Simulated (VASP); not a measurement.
Wanted: the native input for a VASP 6.6.1 run.

```yaml
Task: single point
Functional: PBE
Potentials_or_basis: VASP PAW PBE potentials, release 64 (Lu)
Cutoff: 520 eV
k_mesh: 14 × 14 × 14
Occupations: fermi-dirac, width 0.1 eV
Spin: no spin polarisation
Dipole_correction: no
Further_INCAR_settings: ALGO = Normal; EDIFF = 1e-06; NBANDS = 18
```

The structure of Lu lies in POSCAR:

```
Lu
1.0
   -1.6894119569      1.6894119569      1.6894119569
    1.6894119569     -1.6894119569      1.6894119569
    1.6894119569      1.6894119569     -1.6894119569
Lu
1
Direct
    0.0000000000      0.0000000000      0.0000000000
```

This isn't the form of Lu at room conditions, which is hcp.

The input as run:

INCAR

```
SYSTEM = Lu
PREC = Accurate ; ENCUT = 520
EDIFF = 1E-6 ; ISMEAR = -1
SIGMA = 0.1 ; LREAL = .False.
LASPH = .True. ; NELM = 100
ALGO = Normal ; ISIF = 2
LWAVE = .False. ; LCHARG = .False.
GGA = PE ; NBANDS = 18
```

KPOINTS

```
regular mesh
0
Gamma
  14 14 14
  0 0 0
```

Potentials or basis: VASP PAW PBE potentials, release 64 (Lu).

Run with:

```sh
$ cat potpaw_PBE.64/Lu/POTCAR > POTCAR
$ mpirun -np 1 vasp_std > vasp.out
```

Results of the run:

```json
{
  "Pressure": "37.2 GPa",
  "Band gap on the k mesh": "zero (an odd number of electrons rules out a gap without spin polarisation)"
}
```

Caveat: the cell stands under pressure; spin-orbit coupling is left out, which moves the levels of the heavy elements.

Run time: 42 s on 1 thread of AMD EPYC 7R43 64-Core Processor (Zen 3) (shared host), peak memory 0.14 GiB.
